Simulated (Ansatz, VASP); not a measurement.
Ti in VASP and in Ansatz

```
CELL_PARAMETERS angstrom
-1.61638 1.64100 1.64100
1.61638 -1.64100 1.64100
1.61638 1.64100 -1.64100
ATOMIC_POSITIONS crystal
Ti 0.00000 0.00000 0.00000
```

Change from the starting cell: strain -0.0150 x Voigt [1, 0, 0, 0, 0, 0], atoms carried along.

Alike in both runs: task single point; functional PBE; k mesh 20 × 20 × 20; occupations gaussian, width 0.15 eV; no spin polarisation.

|  | VASP | Ansatz |
| --- | --- | --- |
| version | VASP 6.6.1 | Ansatz 0.2.0 |
| potentials or method | VASP PAW PBE potentials, release 64 (Ti_sv), cutoff 520 eV | scalar-relativistic, plane waves, PAW |
| valence electrons in the cell | 12 | 12 |

|  | VASP | Ansatz | Ansatz less VASP |
| --- | --- | --- | --- |
| gap on the k mesh at the Fermi level (eV) | none | none | - |
| pressure (GPa) | -1.1 | -0.9 | +0.24 |
| traceless stress, the component that is largest in VASP (GPa) | -0.28 | -0.28 | +0.002 |

A gap of «none» marks a metal or a gap that the smearing closes. The functional is the same, so the differences come from potentials, cutoffs and numerics.
